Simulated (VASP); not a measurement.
Wanted: the native input for a VASP 6.6.1 run.

* Task: single point
* Functional: PBEsol
* Potentials or basis: VASP PAW PBE potentials, release 64 (Al, H)
* Cutoff: 520 eV
* k mesh: 5 × 5 × 1
* Occupations: gaussian, width 0.1 eV
* Spin: no spin polarisation
* Dipole correction: yes
* Further INCAR settings: ALGO = Normal; EDIFF = 1e-06; NBANDS = 30

The structure of Al12H lies in POSCAR:

```
Al12H
1.0
    5.6788540124      0.0000000000      0.0000000000
    0.0000000000      5.6788540124      0.0000000000
    0.0000000000      0.0000000000     21.1413451746
Al H
12 1
Direct
    0.2500000000      0.2500000000      0.1892027195
    0.2500000000      0.7500000000      0.1892027195
    0.7500000000      0.2500000000      0.1892027195
    0.7500000000      0.7500000000      0.1892027195
    0.0000000000      0.0000000000      0.2870821533
    0.0000000000      0.5000000000      0.2870821533
    0.5000000000      0.0000000000      0.2870821533
    0.5000000000      0.5000000000      0.2870821533
    0.2500000000      0.2500000000      0.3850911618
    0.2500000000      0.7500000000      0.3850911618
    0.7500000000      0.2500000000      0.3850911618
    0.7500000000      0.7500000000      0.3850911618
    0.2500000000      0.2500000000      0.4640832971
```

These files were run (other wordings do the same):

INCAR

```
PREC = Accurate ; ENCUT = 520
EDIFF = 1E-6 ; ISMEAR = 0
SIGMA = 0.1 ; LREAL = False
LASPH = True ; NELM = 80
ALGO = Normal ; ISIF = 2
LWAVE = False ; LCHARG = False
LDIPOL = True ; IDIPOL = 3
DIPOL = 0.5 0.5 0.301 ; GGA = PS
NBANDS = 30
```

KPOINTS

```
regular mesh
0
Gamma
  5 5 1
```

Potentials or basis: VASP PAW PBE potentials, release 64 (Al, H).

Launch:

```console
$ cat potpaw_PBE.64/Al/POTCAR potpaw_PBE.64/H/POTCAR > POTCAR
$ mpirun -np 1 vasp_std > vasp.out
```

Results of the run:

```yaml
Largest_force: 0.481 eV/Å
Band_gap_on_the_k_mesh: zero (an odd number of electrons rules out a gap without spin polarisation)
```

Caveat: the PAW data sets were made with another functional, which shifts forces and pressure a little.

Run time: 4.1 min on 1 thread of Intel(R) Xeon(R) Platinum 8559C (Emerald Rapids), with other jobs on the host, peak memory 0.59 GiB.
